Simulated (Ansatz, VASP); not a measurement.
**Two plane-wave programs on GaAs3**

```xyz
8
Lattice="6.6067 0.0000 0.0000 -3.3034 5.7216 0.0000 0.0000 0.0000 4.9122" Properties=species:S:1:pos:R:3 pbc="T T T"
Ga    0.0000    3.8144    2.4561
Ga    3.3034    1.9072    2.4561
As    2.2859    0.0000    0.7099
As   -1.1429    1.9796    0.7099
As    2.1604    3.7420    0.7099
As   -2.1604    3.7420    4.2024
As    4.3208    0.0000    4.2024
As    1.1429    1.9796    4.2024
```

Change from the starting cell: species swapped into the Ag3O type (P-31m, No. 162).

Alike in both runs: functional PBE; k mesh 3 × 3 × 4; occupations gaussian, width 0.1 eV; no spin polarisation.

Ansatz relaxed the structure, and its values are those at the end. VASP's run is a single point on that final structure, the one shown.

```csv
,VASP,Ansatz
version,VASP 6.6.1,Ansatz 0.2.0
potentials or method,"VASP PAW PBE potentials, release 64 (Ga_d, As), cutoff 520 eV","scalar-relativistic, plane waves, PAW"
valence electrons in the cell,56,116
```

|  | VASP | Ansatz | Ansatz less VASP |
| --- | --- | --- | --- |
| gap on the k mesh at the Fermi level (eV) | none | none | - |
| pressure (GPa) | 0.0 | -0.2 | -0.18 |
| rms of the force components (eV/Å) | 0.014 | 0.005 | -0.0088 |

A gap of «none» marks a metal or a gap that the smearing closes. With one functional, cell and mesh, what is left measures potentials, basis and numerics. VASP's potentials hold 56 valence electrons a cell and Ansatz's 116, so a difference there can come from the potentials and not from the codes.

The k mesh is coarse, so the values compare programs but aren't converged.
